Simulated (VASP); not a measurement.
The system is Au.

```
Au
1.0
    -1.65727    1.65727    1.65727
     1.65727   -1.65727    1.65727
     1.65727    1.65727   -1.65727
Au
1
Direct
  0.00000 0.00000 0.00000
```

- Program: VASP 6.6.1
- Task: relaxation of cell and atoms
- Functional: BLYP
- Potentials or basis: VASP PAW PBE potentials, release 64 (Au)
- Cutoff: 600 eV
- k mesh: 11 × 11 × 11
- Occupations: fermi-dirac, width 0.05 eV
- Spin: no spin polarisation

At the start: pressure 9.8 GPa; volume 18.21 Å³/atom.

**Question.** How do energy, volume and symmetry change on relaxing?

**Answer.** Over 4 steps the energy falls by 40.8 meV/atom and the volume is 19.65 Å³/atom (+7.9 %); space group Im-3m (No. 229, to 0.05 Å).

The path:
```tsv
step	energy change (eV)	largest force (eV/Å)	pressure (GPa)	volume (Å³)
1	0.0000	0.0000	9.79	18.21
2	-0.0048	0.0000	-6.38	21.30
3	-0.0408	0.0000	-0.10	19.68
4	-0.0408	0.0000	0.06	19.65
```

Final structure:
```
CELL_PARAMETERS angstrom
-1.69990 1.69990 1.69990
1.69990 -1.69990 1.69990
1.69990 1.69990 -1.69990
ATOMIC_POSITIONS crystal
Au 0.00000 0.00000 0.00000
```

Caveat: the PAW data sets were made with another functional, which shifts forces and pressure a little.
